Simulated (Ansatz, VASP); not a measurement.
# One calculation of MgO, two programs

```
Mg O
1.0
     3.35310    0.00000    0.00000
    -1.67655    2.90387    0.00000
     0.00000    0.00000    4.84910
Mg O
2 2
Cartesian
  0.0000 1.9359 0.0105
  1.6766 0.9680 2.4350
  0.0000 1.9359 1.9515
  1.6766 0.9680 4.3760
```

Alike in both runs: task single point; functional LDA; k mesh 9 × 9 × 6; occupations gaussian, width 0.05 eV; no spin polarisation.

|  | VASP | Ansatz |
| --- | --- | --- |
| version | VASP 6.6.1 | Ansatz 0.2.0 |
| potentials or method | VASP PAW LDA potentials, release 64 (Mg_sv, O), cutoff 750 eV | scalar-relativistic, plane waves, PAW |
| valence electrons in the cell | 32 | 32 |

VASP gave:

```
gap on the k mesh at the Fermi level (eV)                     : 3.31
least direct gap on the mesh (eV)                             : 3.31
pressure (GPa)                                                : -4.5
traceless stress, the component that is largest in VASP (GPa) : 5.41
rms of the force components (eV/Å)                            : 0.241
```

**Question.** What did Ansatz give for the same quantities?

**Answer.** gap on the k mesh at the Fermi level (eV): 3.30; least direct gap on the mesh (eV): 3.30; pressure (GPa): -4.5; traceless stress, the component that is largest in VASP (GPa): 5.38; rms of the force components (eV/Å): 0.228.

LDA's correlation is that of Perdew and Zunger in VASP and of Perdew and Wang (1992) in Ansatz. Atom by atom the forces differ by 0.013 eV/Å (rms over components).
